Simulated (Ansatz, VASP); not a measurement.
**Two plane-wave programs on Al3InSb4**

```
In Al Sb
1.0
    -3.12446    3.12446    0.00000
    -3.11957   -6.24402    3.11699
     3.12257    3.12257    6.23811
In Al Sb
1 3 4
Direct
  0.00057 0.00114 0.00106
  0.75121 0.50243 0.25392
  0.50024 0.00048 0.49932
  0.24795 0.49590 0.74584
  0.19575 0.39150 0.06528
  0.93622 0.87245 0.32459
  0.68561 0.37123 0.56184
  0.43244 0.86487 0.79816
```

Alike in both runs: functional PBEsol; k mesh 6 × 6 × 4; occupations gaussian, width 0.1 eV; no spin polarisation.

Ansatz relaxed the structure, and its values are those at the end. VASP's run is a single point on that final structure, the one shown.

|  | VASP | Ansatz |
| --- | --- | --- |
| version | VASP 6.6.1 | Ansatz 0.2.0 |
| potentials or method | VASP PAW PBE potentials, release 64 (In_d, Al, Sb), cutoff 500 eV | scalar-relativistic, plane waves, PAW |
| valence electrons in the cell | 42 | 82 |

VASP gave:

| Property | Result |
| --- | --- |
| gap on the k mesh at the Fermi level (eV) | 0.89 |
| least direct gap on the mesh (eV) | 0.95 |
| pressure (GPa) | 0.2 |
| rms of the force components (eV/Å) | 0.006 |

Q: Which values does Ansatz return?

A: gap on the k mesh at the Fermi level (eV): 0.90; least direct gap on the mesh (eV): 0.93; pressure (GPa): 0.0; rms of the force components (eV/Å): 0.004.

VASP's potentials were made for PBE, not for PBEsol, and Ansatz warns of the same on its side. VASP's potentials hold 42 valence electrons a cell and Ansatz's 82, so a difference there can come from the potentials and not from the codes.

Neither program's run includes spin-orbit coupling.
